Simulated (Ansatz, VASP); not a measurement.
# Ti: VASP beside Ansatz

```
Ti
1.0
     2.93858    0.00000    0.00000
    -1.46929    2.54489    0.00000
     0.00000    0.00000    4.65043
Ti
2
Direct
  0.33333 0.66667 0.25000
  0.66667 0.33333 0.75000
```

Alike in both runs: task single point; functional PBE; k mesh 18 × 18 × 10; occupations gaussian, width 0.1 eV; no spin polarisation.

|  | VASP | Ansatz |
| --- | --- | --- |
| version | VASP 6.6.1 | Ansatz 0.2.0 |
| potentials or method | VASP PAW PBE potentials, release 64 (Ti_sv), cutoff 520 eV | scalar-relativistic, plane waves, PAW |
| valence electrons in the cell | 24 | 24 |

```csv
,VASP,Ansatz,Ansatz less VASP
gap on the k mesh at the Fermi level (eV),none,none,-
pressure (GPa),-0.6,0.0,+0.65
```

A gap of «none» marks a metal or a gap that the smearing closes.
